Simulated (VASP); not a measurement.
Si, 2 atoms in the cell. The typed cell holds 2 atoms: a = 3.655 Å, b = 3.655 Å, c = 3.655 Å, α = 97.53°, β = 97.53°, γ = 137.57°.  This cell differs from its parent crystal: atom 1 moved 0.45 Å.

```yaml
Program: VASP 6.6.1
Task: single point
Functional: PBE
Potentials_or_basis: VASP PAW PBE potentials, release 64 (Si)
Cutoff: 520 eV
k_mesh: 14 × 14 × 14
Occupations: gaussian, width 0.15 eV
Spin: no spin polarisation
Dipole_correction: no
Further_INCAR_settings: ALGO = Normal; EDIFF = 1e-06; NBANDS = 11
```

Potentials or basis: VASP PAW PBE potentials, release 64 (Si).

Launch:

```bash
$ cat potpaw_PBE.64/Si/POTCAR > POTCAR
$ mpirun -np 1 vasp_std > vasp.out
```

Hardware: 1 thread of Intel(R) Xeon(R) 6975P-C (Granite Rapids) (shared host).

Problem. How long does it take, and how much memory?

Solution. Run time: 2.9 min on 1 thread of Intel(R) Xeon(R) 6975P-C (Granite Rapids), on a shared host, peak memory 0.45 GiB. Counts: scf iterations 12, k points 1376.
